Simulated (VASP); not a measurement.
# Hf2S (P6_3/mmc) in VASP: notebook

Hf2S is run at these levels: PBEsol; tasks: single point.

Program: VASP 6.6.1. These are calculated values, not measurements. Logs are shortened: lines on timing, memory, paths and dates and some standing lists are left out, and cuts for length are marked.

### Step 1. The cell of the first run

The structure is hexagonal, space group P6_3/mmc (No. 194). Conventional cell: a = 3.374 Å, b = 3.374 Å, c = 11.717 Å, α = 90.00°, β = 90.00°, γ = 120.00°. Within 3.5 Å of Hf (site symmetry 3m) lie 3 S at 2.62 Å and 9 Hf at 3.05 to 3.37 Å. S (site symmetry -6m2) has 6 Hf at 2.62 Å and 6 S at 3.37 Å within 3.5 Å.

### Step 2. Single point, PBEsol

INCAR reads:

```
  PREC = Accurate
  ENCUT = 520
  EDIFF = 1E-6
  ISMEAR = 0
  SIGMA = 0.05
  LREAL = False
  LASPH = True
  NELM = 60
  ALGO = Normal
  ISIF = 2
  LWAVE = False
  LCHARG = False
  GGA = PS
  NBANDS = 35
```

KPOINTS reads:

```
regular mesh
0
Gamma
  12 12 4
```

POSCAR reads:

```
Hf2S
1.0
    3.3742737662      0.0000000000      0.0000000000
   -1.6871368831      2.9222068008      0.0000000000
    0.0000000000      0.0000000000     11.7174070300
Hf S
4 2
Direct
    0.6666666667      0.3333333333      0.8998116400
    0.3333333333      0.6666666667      0.3998116400
    0.6666666667      0.3333333333      0.6001883600
    0.3333333333      0.6666666667      0.1001883600
    0.0000000000      0.0000000000      0.7500000000
    0.0000000000      0.0000000000      0.2500000000
```

Potentials or basis: VASP PAW PBE potentials, release 64 (Hf_pv, S).

Run with:

```sh
$ cat potpaw_PBE.64/Hf_pv/POTCAR potpaw_PBE.64/S/POTCAR > POTCAR
$ mpirun -np 1 vasp_std > vasp.out
```

OUTCAR:

```text
PREC = Accurate
   ENCUT = 520
   EDIFF = 1E-6
   ISMEAR = 0
   LREAL = False
   LASPH = True
   NELM = 60
   ISIF = 2
   GGA = PS

 ion  position               nearest neighbor table
   1  0.667  0.333  0.900-   5 2.62   5 2.62   5 2.62   4 3.05   4 3.05   4 3.05   3 3.51
   2  0.333  0.667  0.400-   6 2.62   6 2.62   6 2.62   3 3.05   3 3.05   3 3.05   4 3.51
   3  0.667  0.333  0.600-   5 2.62   5 2.62   5 2.62   2 3.05   2 3.05   2 3.05   1 3.51
   4  0.333  0.667  0.100-   6 2.62   6 2.62   6 2.62   1 3.05   1 3.05   1 3.05   2 3.51
   5  0.000  0.000  0.750-   1 2.62   3 2.62   1 2.62   3 2.62   1 2.62   3 2.62
   6  0.000  0.000  0.250-   2 2.62   4 2.62   2 2.62   4 2.62   2 2.62   4 2.62

  LATTYP: Found a hexagonal cell.
 ALAT       =     3.3742737662
 C/A-ratio  =     3.4725715345

  Lattice vectors:

 A1 = (   3.3742737662,   0.0000000000,   0.0000000000)
 A2 = (  -1.6871368831,   2.9222068008,   0.0000000000)
 A3 = (   0.0000000000,   0.0000000000,  11.7174070300)

Analysis of symmetry for initial positions (statically):
=====================================================================
 Subroutine PRICEL returns:
 Original cell was already a primitive cell.

 Routine SETGRP: Setting up the symmetry group for a
 hexagonal supercell.

 Subroutine GETGRP returns: Found 24 space group operations
 (whereof 12 operations were pure point group operations)
 out of a pool of 24 trial point group operations.

The static configuration has the point symmetry D_3d.
 The point group associated with its full space group is D_6h.

Analysis of symmetry for dynamics (positions and initial velocities):
=====================================================================
 Subroutine PRICEL returns:
 Original cell was already a primitive cell.

 Routine SETGRP: Setting up the symmetry group for a
 hexagonal supercell.

 Subroutine GETGRP returns: Found 24 space group operations
 (whereof 12 operations were pure point group operations)
 out of a pool of 24 trial point group operations.

The dynamic configuration has the point symmetry D_3d.
 The point group associated with its full space group is D_6h.

 Subroutine INISYM returns: Found 24 space group operations
 (whereof 12 operations are pure point group operations),
 and found     1 'primitive' translations

----------------------------------------------------------------------------------------

                                     Primitive cell

  volume of cell :     115.5375

  direct lattice vectors                    reciprocal lattice vectors
     3.374273766  0.000000000  0.000000000     0.296360067  0.171103565  0.000000000
    -1.687136883  2.922206801  0.000000000     0.000000000  0.342207129  0.000000000
     0.000000000  0.000000000 11.717407030     0.000000000  0.000000000  0.085343114

  length of vectors
     3.374273766  3.374273766 11.717407030     0.342207129  0.342207129  0.085343114

  position of ions in fractional coordinates (direct lattice)
     0.666666667  0.333333333  0.899811640
     0.333333333  0.666666667  0.399811640
     0.666666667  0.333333333  0.600188360
     0.333333333  0.666666667  0.100188360
     0.000000000  0.000000000  0.750000000
     0.000000000  0.000000000  0.250000000

  ion indices of the primitive-cell ions
   primitive index   ion index
                 1           1
                 2           2
                 3           3
                 4           4
                 5           5
                 6           6

----------------------------------------------------------------------------------------

 KPOINTS: regular mesh

Automatic generation of k-mesh.
 Grid dimensions read from file:
 generate k-points for:   12   12    4

 Generating k-lattice:

  Cartesian coordinates                     Fractional coordinates (reciprocal lattice)
     0.024696672  0.014258630  0.000000000     0.083333333 -0.000000000  0.000000000
     0.000000000  0.028517261  0.000000000     0.000000000  0.083333333  0.000000000
     0.000000000  0.000000000  0.021335778     0.000000000  0.000000000  0.250000000

  Length of vectors
     0.028517261  0.028517261  0.021335778

  Shift w.r.t. Gamma in fractional coordinates (k-lattice)
     0.000000000  0.000000000  0.000000000

 Subroutine IBZKPT returns following result:
 ===========================================

 Found     57 irreducible k-points:

 Following reciprocal coordinates:
            Coordinates               Weight
  0.000000  0.000000  0.000000      1.000000
  0.083333  0.000000  0.000000      6.000000
  0.166667 -0.000000  0.000000      6.000000
  0.250000 -0.000000  0.000000      6.000000
  0.333333 -0.000000  0.000000      6.000000
  0.416667 -0.000000  0.000000      6.000000
[... 16 lines left out ...]
  0.250000 -0.000000  0.250000     12.000000
  0.333333 -0.000000  0.250000     12.000000
 [... further k-points ...]
   k-points           NKPTS =     57   k-points in BZ     NKDIM =     57   number of bands    NBANDS=     35
   number of dos      NEDOS =    301   number of ions     NIONS =      6
   total plane-waves  NPLWV =  70560
   dimension x,y,z NGX =    28 NGY =   28 NGZ =   90
   dimension x,y,z NGXF=    56 NGYF=   56 NGZF=  180
   ions per type =               4   2
   NGX,Y,Z   is equivalent  to a cutoff of  13.80, 13.80, 12.77 a.u.
   NGXF,Y,Z  is equivalent  to a cutoff of  27.59, 27.59, 25.54 a.u.
 SYSTEM =  unknown system
   PREC   = accura    normal or accurate (medium, high low for compatibility)
   ISTART =      0    job   : 0-new  1-cont  2-samecut
   ICHARG =      2    charge: 1-file 2-atom 10-const
   ISPIN  =      1    spin polarized calculation?
   LNONCOLLINEAR =      F non collinear calculations
   LSORBIT =      F    spin-orbit coupling
   LASPH  =      T    aspherical Exc in radial PAW
   ENCUT  =  520.0 eV  38.22 Ry    6.18 a.u.   6.27  6.27 21.79*2*pi/ulx,y,z
   NELM   =     60;   NELMIN=  2; NELMDL= -5     # of ELM steps
   EDIFF  = 0.1E-05   stopping-criterion for ELM
   LREAL  =      F    real-space projection
   EDIFFG = 0.1E-04   stopping-criterion for IOM
   NSW    =      0    number of steps for IOM
   IBRION =     -1    ionic relax: 0-MD 1-quasi-New 2-CG
   NFREE  =      0    steps in history (QN), initial steepest desc. (CG)
   ISIF   =      2    stress and relaxation
   ISYM   =      2    0-nonsym 1-usesym 2-fastsym
   POTIM  = 0.5000    time-step for ionic-motion
   TEBEG  =    0.0;   TEEND  =   0.0 temperature during run
   PSTRESS=    0.0 pullay stress
   NELECT =      52.0000    total number of electrons
   NUPDOWN=      -1.0000    fix difference up-down
   EMIN   =  10.00;   EMAX   =-10.00  energy-range for DOS
   EFERMI =   0.00;   METHOD = LEGACY
   ISMEAR =     0;   SIGMA  =   0.05  broadening in eV -4-tet -1-fermi 0-gaus
   EFERMI_NEDOS =   21; number of points for ismear=-14 and -15
   IALGO  =     38    algorithm
   IMIX   =      4    mixing-type and parameters
     AMIX     =   0.40;   BMIX     =  1.00
     AMIX_MAG =   1.60;   BMIX_MAG =  1.00
  volume/ion in A,a.u.               =      19.26       129.95
  Fermi-wavevector in a.u.,A,eV,Ry     =   1.254590  2.370831 21.415503  1.573995
  Thomas-Fermi vector in A             =   2.388387
   LORBIT       =      0    0 simple, 1 ext, 2 COOP (PROOUT), +10 PAW based schemes
   GGA     = PS    functional components
   LHFCALC =     F    Hartree Fock is set to
   AEXX    =    0.0000 exact exchange contribution
   IVDW    =     0    specifies the selected vdW correction
   LEPSILON=     F    determine dielectric tensor
   LRPA    =     F    only Hartree local field effects (RPA)
 non-spin polarized calculation
 Gauss-broadening in eV      SIGMA  =   0.05
  energy-cutoff  :      520.00
  volume of cell :      115.54
 maximum number of plane-waves:      3142
 NGX is ok and might be reduce to    28
   NGX = 13   NGY = 13   NGZ = 43

 number of electron      52.0000002 magnetization

 Free energy of the ion-electron system (eV)
  ---------------------------------------------------
  ext. energy  EPLUGINS =         0.00000000
  ---------------------------------------------------
  free energy    TOTEN  =       -57.41973648 eV

  energy without entropy =      -57.41529042  energy(sigma->0) =      -57.41751345

 E-fermi :   6.3066     XC(G=0): -11.5091

 val. band max:        6.2790410940   @ k =   0.3333  -0.0000   0.2500
 cond. band min:       6.3070724617   @ k =   0.0833   0.0833   0.2500
 fundamental gap:      0.0280313677
 Fermi energy:         6.3066066250

 k-point     1 :       0.0000    0.0000    0.0000
  band No.  band energies     occupation
      1     -24.9624      2.00000
      2     -24.8454      2.00000
      3     -24.5054      2.00000
      4     -24.4287      2.00000
      5     -24.4287      2.00000
      6     -24.4195      2.00000
[... 27 lines left out ...]
     34       8.8772      0.00000
     35       9.0789      0.00000

 k-point     2 :       0.0833    0.0000    0.0000
  band No.  band energies     occupation
      1     -24.9525      2.00000
      2     -24.8379      2.00000
      3     -24.5369      2.00000
      4     -24.4662      2.00000
      5     -24.4368      2.00000
      6     -24.4274      2.00000
[... 27 lines left out ...]
     34       8.7519      0.00000
     35       8.9324      0.00000

 k-point     3 :       0.1667   -0.0000    0.0000
  band No.  band energies     occupation
      1     -24.9258      2.00000
      2     -24.8186      2.00000
      3     -24.6086      2.00000
      4     -24.5503      2.00000
      5     -24.4582      2.00000
      6     -24.4486      2.00000
[... 27 lines left out ...]
     34       8.8237      0.00000
     35       8.8596      0.00000
[... 723 lines left out ...]
 k-point    23 :       0.2500   -0.0000    0.2500
  band No.  band energies     occupation
      1     -24.8815      2.00000
      2     -24.8170      2.00000
      3     -24.6855      2.00000
      4     -24.6522      2.00000
      5     -24.4941      2.00000
      6     -24.4851      2.00000
[... 27 lines left out ...]
     34       8.9844      0.00000
     35       9.1835      0.00000

 k-point    24 :       0.3333   -0.0000    0.2500
  band No.  band energies     occupation
      1     -24.8605      2.00000
      2     -24.8105      2.00000
      3     -24.7691      2.00000
      4     -24.7409      2.00000
      5     -24.5478      2.00000
      6     -24.5133      2.00000
[... 27 lines left out ...]
     34       9.3307      0.00000
     35       9.7609      0.00000

 [... further k-points ...]

------------------------ aborting loop because EDIFF is reached ----------------------------------------

  FORCE on cell =-STRESS in cart. coord.  units (eV):
  Direction    XX          YY          ZZ          XY          YZ          ZX
  --------------------------------------------------------------------------------------
  -------------------------------------------------------------------------------------
  Total       -2.4549073     -2.4549073     -2.2286098      0.0000000     -0.0000000     -0.0000000
  in kB      -34.0426140    -34.0426140    -30.9045077      0.0000000     -0.0000000     -0.0000000
  external PRESSURE =     -32.9965786 kB  Pullay stress =       0.0000000 kB

 VOLUME and BASIS-vectors are now :
 -----------------------------------------------------------------------------
  energy-cutoff  :      520.00
  volume of cell :      115.54
      direct lattice vectors                 reciprocal lattice vectors
     3.374273766  0.000000000  0.000000000     0.296360067  0.171103565  0.000000000
    -1.687136883  2.922206801  0.000000000     0.000000000  0.342207129  0.000000000
     0.000000000  0.000000000 11.717407030     0.000000000  0.000000000  0.085343114

 POSITION                                       TOTAL-FORCE (eV/Angst)
 -----------------------------------------------------------------------------------
      1.68714      0.97407     10.54346        -0.000000      0.000000     -0.215020
     -0.00000      1.94814      4.68476         0.000000     -0.000000     -0.215020
      1.68714      0.97407      7.03265        -0.000000      0.000000      0.215020
     -0.00000      1.94814      1.17395         0.000000     -0.000000      0.215020
      0.00000      0.00000      8.78806        -0.000000     -0.000000      0.000000
      0.00000      0.00000      2.92935        -0.000000      0.000000      0.000000
 -----------------------------------------------------------------------------------
    total drift:                                0.000000      0.000000     -0.000000

  FREE ENERGIE OF THE ION-ELECTRON SYSTEM (eV)
  ---------------------------------------------------
  free  energy   TOTEN  =       -57.4197364773 eV

  energy  without entropy=      -57.4152904159  energy(sigma->0) =      -57.41751345
```

It took 1.8 min on 1 thread of Intel Xeon 6975P-C (Granite Rapids), shared host; peak memory 0.36 GiB.

What came out:

```yaml
Free_energy: -57.4197 eV
Pressure: -3.3 GPa
Largest_force: 0.215 eV/Å
Band_gap_on_the_k_mesh: zero (band 26 reaches 6.72 eV, above the bottom of band 27 at 5.80 eV)
```

Forces in eV/Å, atoms in the order of the input:
```
Hf   0.000  0.000 -0.215
Hf   0.000  0.000 -0.215
Hf   0.000  0.000  0.215
Hf   0.000  0.000  0.215
S    0.000  0.000  0.000
S    0.000  0.000  0.000
```

Levels at points of the mesh, in eV from the Fermi level:
```
           k point  band 23  band 24  band 25  band 26  band 27  band 28  band 29  band 30
(0.00, 0.00, 0.00)    -1.57    -0.17    -0.06     0.41     0.41     0.51     0.51     0.77
(0.50, 0.00, 0.00)    -1.82    -1.35    -1.24    -0.78    -0.51     0.80     1.02     2.46
(0.00, 0.00, 0.50)    -1.19    -1.19     0.35     0.35     0.35     0.35     1.37     1.37
(0.50, 0.00, 0.50)    -1.78    -1.78    -1.03    -1.03     0.32     0.32     1.36     1.36
```

Caveat: the PAW data sets were made with another functional, which shifts forces and pressure a little; spin-orbit coupling is left out, which moves the levels of the heavy elements.

### Step 3. Single point, PBEsol

INCAR reads:

```
SYSTEM = Hf2S
ALGO = Normal
EDIFF = 1E-6
ENCUT = 520
GGA = PS
ISIF = 2
ISMEAR = 0
LASPH = .True.
LCHARG = .True.
LELF = .True.
LREAL = .False.
LVHAR = .True.
LWAVE = .False.
NBANDS = 35
NELM = 80
PREC = Accurate
SIGMA = 0.5
```

KPOINTS reads:

```
k-points
0
Gamma
  12 12 4
  0 0 0
```

POSCAR is that of step 2.

Potentials or basis: VASP PAW PBE potentials, release 64 (Hf_pv, S).

Run with:

```sh
$ cat potpaw_PBE.64/Hf_pv/POTCAR potpaw_PBE.64/S/POTCAR > POTCAR
$ mpirun -np 1 vasp_std > vasp.out
```

Run time: 1.9 min. Hardware: 1 thread of Intel Xeon 6975P-C (Granite Rapids), shared host; peak memory 0.36 GiB.

It converged, with:

```yaml
Free_energy: -57.5797 eV
Pressure: -3.1 GPa
Largest_force: 0.255 eV/Å
Band_gap_on_the_k_mesh: zero (band 26 reaches 6.72 eV, above the bottom of band 27 at 5.80 eV)
```

Forces in eV/Å, atoms in the order of the input:
```
Hf   0.000  0.000 -0.255
Hf   0.000  0.000 -0.255
Hf   0.000  0.000  0.255
Hf   0.000  0.000  0.255
S    0.000  0.000  0.000
S    0.000  0.000  0.000
```

Stress tensor (GPa, compression positive):
```
-3.63  0.00  0.00
 0.00 -3.63  0.00
 0.00  0.00 -2.02
```

Levels at points of the mesh, in eV from the Fermi level:
| k point | band 24 | band 25 | band 26 | band 27 | band 28 | band 29 |
| --- | --- | --- | --- | --- | --- | --- |
| (0.00, 0.00, 0.00) | -0.07 | 0.04 | 0.51 | 0.51 | 0.60 | 0.60 |
| (0.50, 0.00, 0.00) | -1.26 | -1.15 | -0.69 | -0.41 | 0.89 | 1.11 |
| (0.00, 0.00, 0.50) | -1.09 | 0.45 | 0.45 | 0.45 | 0.45 | 1.47 |
| (0.50, 0.00, 0.50) | -1.69 | -0.95 | -0.95 | 0.42 | 0.42 | 1.45 |

Caveat: the PAW data sets were made with another functional, which shifts forces and pressure a little; spin-orbit coupling is left out, which moves the levels of the heavy elements.

(Part 1 of 2 ends here.)
